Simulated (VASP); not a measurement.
The system is HfO2.

```
Hf O
1.0
     5.42824    0.00000    0.00000
     0.00000    5.00476    0.00000
     0.00000    0.00000    5.03269
Hf O
4 8
Direct
  0.96699 0.73252 0.74144
  0.53301 0.73252 0.24144
  0.46699 0.26748 0.74144
  0.03301 0.26748 0.24144
  0.63213 0.92865 0.87927
  0.86787 0.92865 0.37927
  0.23395 0.53988 0.49229
  0.26605 0.53988 0.99229
  0.76605 0.46012 0.99229
  0.73395 0.46012 0.49229
  0.13213 0.07135 0.87927
  0.36787 0.07135 0.37927
```

```yaml
Program: VASP 6.6.1
Task: relaxation of the atoms
Functional: PBE
Potentials_or_basis: VASP PAW PBE potentials, release 64 (Hf_pv, O)
Cutoff: 520 eV
k_mesh: 4 × 5 × 4
Occupations: fermi-dirac, width 0.05 eV
Spin: no spin polarisation
```

At the start: pressure -3.4 GPa; volume 11.39 Å³/atom.

Problem. How do energy, volume and symmetry change on relaxing?

Solution. Over 21 steps the energy falls by 3.6 meV/atom at a fixed cell; space group Pca2_1 (No. 29, to 0.1 Å) before and after.

The path:
| step | energy change (eV) | largest force (eV/Å) | pressure (GPa) |
| --- | --- | --- | --- |
| 1 | 0.0000 | 0.2525 | -3.44 |
| 2 | -0.0142 | 0.1846 | -3.25 |
| 3 | -0.0215 | 0.3589 | -2.81 |
| 4 | -0.0278 | 0.2220 | -2.53 |
| 5 | -0.0309 | 0.1541 | -2.07 |
| 6 | -0.0310 | 0.1516 | -2.12 |
| 7 | -0.0334 | 0.1143 | -2.08 |
| 8 | -0.0369 | 0.0805 | -1.94 |
| 9 | -0.0381 | 0.0523 | -1.90 |
| 10 | -0.0386 | 0.0887 | -1.86 |
| 11 | -0.0396 | 0.0503 | -1.78 |
| 12 | -0.0401 | 0.0540 | -1.67 |
| 13 | -0.0409 | 0.0452 | -1.58 |
| 14 | -0.0426 | 0.0354 | -1.30 |
| 15 | -0.0413 | 0.1105 | -0.75 |
| 16 | -0.0428 | 0.0531 | -1.15 |
| 17 | -0.0433 | 0.0205 | -1.04 |
| 18 | -0.0433 | 0.0207 | -1.03 |
| 19 | -0.0433 | 0.0327 | -1.00 |
| 20 | -0.0433 | 0.0104 | -1.02 |
| 21 | -0.0434 | 0.0042 | -1.01 |

Final structure:
```xyz
12
Lattice="5.4282 0.0000 0.0000 0.0000 5.0048 0.0000 0.0000 0.0000 5.0327" Properties=species:S:1:pos:R:3 pbc="T T T"
Hf    5.2365    3.6744    3.7098
Hf    2.9058    3.6744    1.1934
Hf    2.5224    1.3304    3.7098
Hf    0.1917    1.3304    1.1934
O     3.4489    4.6823    4.4429
O     4.6934    4.6823    1.9265
O     1.1951    2.6715    2.4814
O     1.5190    2.6715    4.9977
O     4.2332    2.3332    4.9977
O     3.9092    2.3332    2.4814
O     0.7348    0.3225    4.4429
O     1.9793    0.3225    1.9265
```
